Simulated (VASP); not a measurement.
Here is a VASP 6.6.1 calculation.

Contents of INCAR:

```
SYSTEM = Li3Ag
PREC = Accurate
ENCUT = 600
EDIFF = 1E-7
ISMEAR = 1
SIGMA = 0.15
LREAL = .False.
LASPH = .True.
NELM = 80
ALGO = Normal
ISIF = 3
LWAVE = .False.
LCHARG = .False.
GGA = PS
IBRION = 2
NSW = 80
EDIFFG = -0.01
PSTRESS = 50.0
```

The input KPOINTS:

```
regular mesh
0
Gamma
  6 6 6
  0 0 0
```

The input POSCAR:

```
Li3Ag
1.0
    4.5282410000      0.0000000000      0.0000000000
    2.2641205000      3.9215717405      0.0000000000
    2.2641205000      1.3071905802      3.6972932941
Li Ag
3 1
Direct
    0.2500000000      0.2500000000      0.2500000000
    0.7500000000      0.7500000000      0.7500000000
    0.5000000000      0.5000000000      0.5000000000
    0.0000000000      0.0000000000      0.0000000000
```

Potentials or basis: VASP PAW PBE potentials, release 64 (Li_sv, Ag).

The run is started by

```bash
$ cat potpaw_PBE.64/Li_sv/POTCAR potpaw_PBE.64/Ag/POTCAR > POTCAR
$ mpirun -np 1 vasp_std > vasp.out
```

(1) Estimate the space group after relaxing (to 0.1 Å).

(2) Predict the relaxed volume.

Results:

(1) Fm-3m (No. 225).

(2) 14.08 Å³/atom.

Caveat: the cutoff is under 1.25 times the usual one of these potentials, so pressure, stress and relaxed cells hold a basis-set (Pulay) error; the cell is relaxed towards a set pressure, so the run minimises the enthalpy, not the energy; the PAW data sets were made with another functional, which shifts forces and pressure a little.
